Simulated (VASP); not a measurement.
# LiVO2 (R-3m) in VASP: a series of runs

The runs below take LiVO2 through single point, with LDA+U.

Everything below comes from runs of VASP 6.6.1. Logs are shortened: lines on timing, memory, paths and dates and some standing lists are left out, and cuts for length are marked.

### Step 1. The cell of the first run

The structure is trigonal, space group R-3m (No. 166). The conventional cell has a = 2.837 Å, b = 2.837 Å, c = 14.773 Å, α = 90.00°, β = 90.00°, γ = 120.00°. Li (site symmetry -3m) has 6 O at 2.12 Å and 6 Li at 2.84 Å and 6 V at 2.96 Å within 3.0 Å. V (site symmetry -3m) has 6 O at 1.98 Å within 2.6 Å. O (site symmetry 3m) has 3 V at 1.98 Å and 3 Li at 2.12 Å within 2.6 Å.

### Step 2. Single point, LDA+U, collinear spin, ferromagnetic start

File INCAR:

```
  PREC = Accurate
  ENCUT = 520
  EDIFF = 1E-6
  ISMEAR = 0
  SIGMA = 0.05
  LREAL = False
  LASPH = True
  NELM = 150
  ALGO = Fast
  ISIF = 2
  LWAVE = False
  LCHARG = False
  ISPIN = 2
  MAGMOM = 0 2 0 0
  LORBIT = 11
  LMAXMIX = 4
  LDAU = True
  LDAUTYPE = 2
  LDAUL = -1 2 -1
  LDAUU = 0 4 0
  LDAUJ = 0 0 0
  LDAUPRINT = 1
  NBANDS = 26
```

File KPOINTS:

```
regular mesh
0
Gamma
  8 8 8
```

File POSCAR:

```
LiVO2
1.0
    1.4186515200      0.8190588400      4.9244706700
   -1.4186515200      0.8190588400      4.9244706700
    0.0000000000     -1.6381176700      4.9244706700
Li V O
1 1 2
Direct
    0.0000000000      0.0000000000      0.0000000000
    0.5000000000      0.5000000000      0.5000000000
    0.2418000000      0.2418000000      0.2418000000
    0.7582000000      0.7582000000      0.7582000000
```

Potentials or basis: VASP PAW LDA potentials, release 64 (Li_sv, V_sv, O).

Run with:

```
cat potpaw_LDA.64/Li_sv/POTCAR potpaw_LDA.64/V_sv/POTCAR potpaw_LDA.64/O/POTCAR > POTCAR
mpirun -np 1 vasp_std > vasp.out
```

OUTCAR:

```text
PREC = Accurate
   ENCUT = 520
   EDIFF = 1E-6
   ISMEAR = 0
   LREAL = False
   LASPH = True
   NELM = 150
   ISIF = 2
   ISPIN = 2
   LORBIT = 11

 ion  position               nearest neighbor table
   1  0.000  0.000  0.000-   4 2.12   3 2.12   4 2.12   4 2.12   3 2.12   3 2.12
   2  0.500  0.500  0.500-   3 1.98   4 1.98   3 1.98   3 1.98   4 1.98   4 1.98
   3  0.242  0.242  0.242-   2 1.98   2 1.98   2 1.98   1 2.12   1 2.12   1 2.12
   4  0.758  0.758  0.758-   2 1.98   2 1.98   2 1.98   1 2.12   1 2.12   1 2.12

  LATTYP: Found a trigonal (rhomboedric) cell.
 ALAT       =     5.1897823556
 COS(alpha) =     0.8505543905

  Lattice vectors:

 A1 = (   1.4186515200,   0.8190588400,   4.9244706700)
 A2 = (  -1.4186515200,   0.8190588400,   4.9244706700)
 A3 = (   0.0000000000,  -1.6381176700,   4.9244706700)

Analysis of symmetry for initial positions (statically):
=====================================================================
 Subroutine PRICEL returns:
 Original cell was already a primitive cell.

 Routine SETGRP: Setting up the symmetry group for a
 trigonal (rhombohedral) supercell.

 Subroutine GETGRP returns: Found 12 space group operations
 (whereof 12 operations were pure point group operations)
 out of a pool of 12 trial point group operations.

The static configuration has the point symmetry D_3d.

Analysis of symmetry for dynamics (positions and initial velocities):
=====================================================================
 Subroutine PRICEL returns:
 Original cell was already a primitive cell.

 Routine SETGRP: Setting up the symmetry group for a
 trigonal (rhombohedral) supercell.

 Subroutine GETGRP returns: Found 12 space group operations
 (whereof 12 operations were pure point group operations)
 out of a pool of 12 trial point group operations.

The dynamic configuration has the point symmetry D_3d.

Analysis of structural, dynamic, and magnetic symmetry:
=====================================================================
[... 183 lines left out ...]
  o =  0.2177  v =  0.0000  0.0000  0.0000  0.0000  0.0000  0.0000  0.8005 -0.0000 -0.0000  0.5994      0.0000  0.0000  0.0000  0.0000  0.0000  0.0000  0.0000  0.0000  0.0000  0.0000
  o =  0.2177  v =  0.0000  0.0000  0.0000  0.0000  0.0000 -0.5994  0.0000 -0.0000 -0.8005 -0.0000      0.0000  0.0000  0.0000  0.0000  0.0000  0.0000  0.0000  0.0000  0.0000  0.0000
  o =  0.2612  v =  0.0000  0.7686 -0.0000  0.0000  0.6397  0.0000  0.0000  0.0000  0.0000  0.0000      0.0000  0.0000  0.0000  0.0000  0.0000  0.0000  0.0000  0.0000  0.0000  0.0000
  o =  0.2612  v = -0.6397  0.0000  0.0000 -0.7686  0.0000  0.0000  0.0000  0.0000  0.0000  0.0000      0.0000  0.0000  0.0000  0.0000  0.0000  0.0000  0.0000  0.0000  0.0000  0.0000
  o =  0.9083  v = -0.7686  0.0000 -0.0000  0.6397 -0.0000  0.0000  0.0000  0.0000  0.0000  0.0000      0.0000  0.0000  0.0000  0.0000  0.0000  0.0000  0.0000  0.0000  0.0000  0.0000
  o =  0.9083  v =  0.0000  0.6397 -0.0000 -0.0000 -0.7686  0.0000  0.0000  0.0000  0.0000  0.0000      0.0000  0.0000  0.0000  0.0000  0.0000  0.0000  0.0000  0.0000  0.0000  0.0000

 number of electron      27.9999998 magnetization       1.9998688

 Free energy of the ion-electron system (eV)
  ---------------------------------------------------
  ext. energy  EPLUGINS =         0.00000000
  ---------------------------------------------------
  free energy    TOTEN  =       -29.68722908 eV

  energy without entropy =      -29.68722908  energy(sigma->0) =      -29.68722908

 E-fermi :   7.0673     XC(G=0): -12.2491

 val. band max:        6.7671380466   @ k =  -0.1250   0.5000   0.1250
 cond. band min:       8.3975069429   @ k =   0.5000   0.5000  -0.0000
 fundamental gap:      1.6303688963
 Fermi energy:         7.0672651325

 spin component 1

 k-point     1 :       0.0000    0.0000    0.0000
  band No.  band energies     occupation
      1     -57.5632      1.00000
      2     -37.1483      1.00000
      3     -32.1619      1.00000
      4     -31.4945      1.00000
      5     -31.4945      1.00000
      6     -12.8222      1.00000
[... 1385 lines left out ...]
     25      23.7522      0.00000
     26      25.5608      0.00000

 [... further k-points ...]

------------------------ aborting loop because EDIFF is reached ----------------------------------------

  FORCE on cell =-STRESS in cart. coord.  units (eV):
  Direction    XX          YY          ZZ          XY          YZ          ZX
  --------------------------------------------------------------------------------------
  -------------------------------------------------------------------------------------
  Total        3.4323883      3.4323883      0.4317747     -0.0000000      0.0000000     -0.0000000
  in kB      160.1789218    160.1789217     20.1495872     -0.0000000      0.0000000     -0.0000000
  external PRESSURE =     113.5024769 kB  Pullay stress =       0.0000000 kB

 VOLUME and BASIS-vectors are now :
 -----------------------------------------------------------------------------
  energy-cutoff  :      520.00
  volume of cell :       34.33
      direct lattice vectors                 reciprocal lattice vectors
     1.418651520  0.819058840  4.924470670     0.352447372  0.203485585  0.067689170
    -1.418651520  0.819058840  4.924470670    -0.352447372  0.203485585  0.067689170
     0.000000000 -1.638117670  4.924470670     0.000000000 -0.406971170  0.067689170

 POSITION                                       TOTAL-FORCE (eV/Angst)
 -----------------------------------------------------------------------------------
      0.00000      0.00000      0.00000         0.000000      0.000000     -0.000000
      0.00000      0.00000      7.38671        -0.000000     -0.000000     -0.000000
      0.00000      0.00000      3.57221        -0.000000      0.000000      1.029562
      0.00000      0.00000     11.20120        -0.000000     -0.000000     -1.029562
 -----------------------------------------------------------------------------------
    total drift:                               -0.000000      0.000000     -0.000000

  FREE ENERGIE OF THE ION-ELECTRON SYSTEM (eV)
  ---------------------------------------------------
  free  energy   TOTEN  =       -29.6872290847 eV

  energy  without entropy=      -29.6872290847  energy(sigma->0) =      -29.68722908

 total charge

# of ion       s       p       d       tot
------------------------------------------
    1        2.016   0.069   0.000   2.085
    2        2.266   6.310   3.057  11.633
    3        1.543   3.532   0.000   5.075
    4        1.543   3.532   0.000   5.075
--------------------------------------------------
tot          7.368  13.443   3.057  23.868

 magnetization (x)

# of ion       s       p       d       tot
------------------------------------------
    1        0.000  -0.001   0.000  -0.001
    2        0.013   0.011   1.829   1.854
    3       -0.001   0.018   0.000   0.016
    4       -0.001   0.018   0.000   0.016
--------------------------------------------------
tot          0.011   0.045   1.829   1.886
```

It took 5.9 min on 1 thread of Intel Xeon Platinum 8488C (Sapphire Rapids), shared host; peak memory 0.28 GiB.

Results:

* Free energy: -29.6872 eV
* Largest force: 1.030 eV/Å
* Band gap on the k mesh: 1.63 eV
* Net moment: 2.00 μB per cell
* Site moments: Li -0.00; V +1.85; O +0.02 μB
* Valence electrons inside the program's atomic spheres: Li 2.08; V 11.63; O 5.08

Forces in eV/Å, atoms in the order of the input:
```
Li   0.000  0.000  0.000
V    0.000  0.000  0.000
O    0.000  0.000  1.030
O    0.000  0.000 -1.030
```

Eigenvalues of the final occupation matrices:
```
    site  spin  trace               eigenvalues
site 2 d     1   2.46  0.12 0.26 0.26 0.91 0.91
site 2 d     2   0.63  0.06 0.06 0.07 0.22 0.22
```

Caveat: the cutoff is under 1.25 times the usual one of these potentials, so pressure, stress and relaxed cells hold a basis-set (Pulay) error; forces of over 1 eV/Å act on the atoms, so gaps and moduli don't describe the material at rest. A k mesh can miss the band edges.

### Step 3. Single point, LDA+U, collinear spin, ferromagnetic start

File INCAR:

```
ALGO     = Normal         # electronic algorithm
EDIFF    = 1E-7           # SCF threshold, eV
ENCUT    = 520            # plane-wave cutoff, eV
GGA      = CA             # functional
ISIF     = 2              # what is computed and relaxed
ISMEAR   = 0              # smearing method
ISPIN    = 2              # spin polarisation
LASPH    = True           # aspherical terms in the spheres
LCHARG   = True           # write CHGCAR
LDAU     = True           # DFT+U
LDAUJ    = 0 0 0        
LDAUL    = -1 2 -1        # shell
LDAUPRINT= 1            
LDAUTYPE = 2            
LDAUU    = 0 4 0          # U, eV
LELF     = True           # ELF
LMAXMIX  = 4              # l up to which the mixer works
LORBIT   = 11             # projections on sites
LREAL    = False          # projectors in reciprocal space
LVHAR    = True         
LWAVE    = False          # write WAVECAR
MAGMOM   = 0 1.66 0.02 0.02 # initial moments
NBANDS   = 26             # bands
NELM     = 150            # most SCF steps
PREC     = Accurate       # precision mode
SIGMA    = 0.05           # smearing width, eV
```

File KPOINTS:

```
k-points
0
Gamma
  8 8 8
```

POSCAR is that of step 2.

Potentials or basis: VASP PAW LDA potentials, release 64 (Li_sv, V_sv, O).

Run with:

```
cat potpaw_LDA.64/Li_sv/POTCAR potpaw_LDA.64/V_sv/POTCAR potpaw_LDA.64/O/POTCAR > POTCAR
mpirun -np 1 vasp_std > vasp.out
```

Wall time 4.1 min (1 thread of Intel Xeon Platinum 8488C (Sapphire Rapids), shared host); peak memory 0.25 GiB.

Results (log left out):

- Free energy: -29.6872 eV
- Largest force: 1.030 eV/Å
- Band gap on the k mesh: 1.63 eV
- Net moment: 2.00 μB per cell
- Site moments: Li -0.00; V +1.85; O +0.02 μB
- Valence electrons inside the program's atomic spheres: Li 2.08; V 11.63; O 5.08

Forces in eV/Å, atoms in the order of the input:
```
Li   0.000  0.000  0.000
V    0.000  0.000  0.000
O    0.000  0.000  1.030
O    0.000  0.000 -1.030
```

Levels at points of the mesh, in eV from the valence-band top:
Spin up:
| k point | band 11 | band 12 | band 13 | band 14 | band 15 | band 16 | band 17 | band 18 | band 19 | band 20 |
| --- | --- | --- | --- | --- | --- | --- | --- | --- | --- | --- |
| (0.00, 0.00, 0.00) | -2.82 | -2.28 | -2.28 | -1.46 | -1.46 | 1.90 | 4.23 | 4.23 | 5.15 | 7.23 |
| (0.50, 0.00, 0.00) | -4.93 | -3.72 | -3.18 | -0.97 | -0.01 | 2.28 | 4.31 | 4.33 | 8.68 | 9.64 |
| (0.50, 0.50, 0.00) | -4.37 | -3.76 | -3.43 | -1.32 | 0.00 | 2.26 | 4.50 | 4.84 | 6.37 | 10.97 |
| (0.50, 0.50, 0.50) | -4.30 | -2.34 | -2.34 | -1.44 | -1.44 | 2.02 | 4.22 | 4.22 | 6.35 | 7.38 |
Spin down:
| k point | band 11 | band 12 | band 13 | band 14 | band 15 | band 16 |
| --- | --- | --- | --- | --- | --- | --- |
| (0.00, 0.00, 0.00) | -2.77 | -2.19 | -2.19 | 3.06 | 3.37 | 3.37 |
| (0.50, 0.00, 0.00) | -4.37 | -3.60 | -3.04 | 2.00 | 4.54 | 5.08 |
| (0.50, 0.50, 0.00) | -4.01 | -3.67 | -3.30 | 1.63 | 4.55 | 5.11 |
| (0.50, 0.50, 0.50) | -4.23 | -2.25 | -2.25 | 3.12 | 3.37 | 3.37 |

Eigenvalues of the final occupation matrices:
| site | spin | trace | eigenvalues |
| --- | --- | --- | --- |
| site 2 d | 1 | 2.46 | 0.12 0.26 0.26 0.91 0.91 |
| site 2 d | 2 | 0.63 | 0.06 0.06 0.07 0.22 0.22 |

Caveat: the cutoff is under 1.25 times the usual one of these potentials, so pressure, stress and relaxed cells hold a basis-set (Pulay) error; forces of over 1 eV/Å act on the atoms, so gaps and moduli don't describe the material at rest. The state reached can hang on the start; a lower one may exist.
